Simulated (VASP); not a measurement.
Wanted: the native input for a VASP 6.6.1 run.

| Quantity | Value |
| --- | --- |
| Task | single point |
| Functional | r2SCAN |
| Potentials or basis | VASP PAW PBE potentials, release 64 (Ti_sv, Al) |
| Cutoff | 520 eV |
| k mesh | 16 × 16 × 16 |
| Occupations | gaussian, width 0.15 eV |
| Spin | no spin polarisation |
| Dipole correction | no |
| Further INCAR settings | ALGO = Normal; EDIFF = 1e-06; NBANDS = 14 |

TiAl:

```xyz
2
Lattice="3.1791 0.0000 0.0000 0.0000 3.1791 0.0000 0.0000 0.0000 3.1791" Properties=species:S:1:pos:R:3 pbc="T T T"
Ti    0.0000   -0.6000    0.0000
Al    1.5895    1.5895    1.5895
```

This cell differs from its parent crystal: atom 1 (Ti) moved by (-0.600, +0.000) A along y and z.

One way to write it, as run:

POSCAR

```
TiAl
1.0
    3.1790640000      0.0000000000      0.0000000000
    0.0000000000      3.1790640000      0.0000000000
    0.0000000000      0.0000000000      3.1790640000
Ti Al
1 1
Direct
    0.0000000000     -0.1887347974      0.0000000000
    0.5000000000      0.5000000000      0.5000000000
```

INCAR.step1

```
  ALGO = Normal
  EDIFF = 1E-4
  ENCUT = 520
  GGA = PE
  ISMEAR = 0
  LASPH = T
  LCHARG = F
  LREAL = F
  LWAVE = T
  NBANDS = 14
  NELM = 80
  PREC = Accurate
  SIGMA = 0.15
```

INCAR.step2

```
  ALGO = Normal
  EDIFF = 1E-6
  ENCUT = 520
  ISIF = 2
  ISMEAR = 0
  ISTART = 1
  LASPH = T
  LCHARG = T
  LELF = T
  LMIXTAU = T
  LREAL = F
  LVHAR = T
  LWAVE = F
  METAGGA = R2SCAN
  NBANDS = 14
  NELM = 80
  PREC = Accurate
  SIGMA = 0.15
```

KPOINTS

```
k-points
0
Gamma
  16 16 16
```

Potentials or basis: VASP PAW PBE potentials, release 64 (Ti_sv, Al).

Command:

```sh
$ cat potpaw_PBE.64/Ti_sv/POTCAR potpaw_PBE.64/Al/POTCAR > POTCAR
$ cp INCAR.step1 INCAR
$ mpirun -np 1 vasp_std > vasp.out
$ cp INCAR.step2 INCAR
$ mpirun -np 1 vasp_std > vasp.out
```

Results of the run:

```yaml
Pressure: 13.0 GPa
Largest_force: 3.538 eV/Å
```

Caveat: the cell differs from its parent crystal (atom 1 (Ti) moved by (-0.600, +0.000) A along y and z); the PAW data sets were made with another functional, which shifts forces and pressure a little.

Run time: 4.2 min on 1 thread of AMD EPYC 9R45 96-Core Processor (Zen 5) (shared host), peak memory 0.27 GiB.
